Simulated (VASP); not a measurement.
The system is GaN (gallium nitride).

```
Ga N
1.0
     3.19205    0.00000    0.00000
    -1.59603    2.76440    0.00000
     0.00000    0.00000    5.11015
Ga N
2 2
Direct
  0.33333 0.66667 0.00000
  0.66667 0.33333 0.50000
  0.33333 0.66667 0.38200
  0.66667 0.33333 0.88200
```

| Property | Result |
| --- | --- |
| Program | VASP 6.6.1 |
| Task | relaxation of cell and atoms |
| Functional | r2SCAN |
| Potentials or basis | VASP PAW PBE potentials, release 64 (Ga_d, N) |
| Cutoff | 600 eV |
| k mesh | 8 × 8 × 5 |
| Occupations | gaussian, width 0.01 eV |
| Spin | no spin polarisation |

At the start: pressure 2.8 GPa; volume 11.27 Å³/atom.

How do energy, volume and symmetry change on relaxing?

Over 8 steps the energy falls by 3.9 meV/atom and the volume is 11.43 Å³/atom (+1.4 %); space group P6_3mc (No. 186, to 0.05 Å).

Step by step:
| step | energy change (eV) | largest force (eV/Å) | pressure (GPa) | volume (Å³) |
| --- | --- | --- | --- | --- |
| 1 | 0.0000 | 0.1494 | 2.82 | 45.09 |
| 2 | -0.0083 | 0.0974 | -2.74 | 46.40 |
| 3 | -0.0116 | 0.1174 | -0.82 | 45.94 |
| 4 | -0.0154 | 0.0389 | -0.18 | 45.77 |
| 5 | -0.0156 | 0.0162 | 0.00 | 45.73 |
| 6 | -0.0156 | 0.0138 | 0.03 | 45.72 |
| 7 | -0.0156 | 0.0129 | -0.02 | 45.74 |
| 8 | -0.0156 | 0.0003 | 0.00 | 45.73 |

Final structure:
```
Ga N
1.0
     3.18897    0.00000    0.00000
    -1.59449    2.76173    0.00000
     0.00000    0.00000    5.19242
Ga N
2 2
Direct
  0.33333 0.66667 0.00261
  0.66667 0.33333 0.50261
  0.33333 0.66667 0.37939
  0.66667 0.33333 0.87939
```

Caveat: the PAW data sets were made with another functional, which shifts forces and pressure a little.
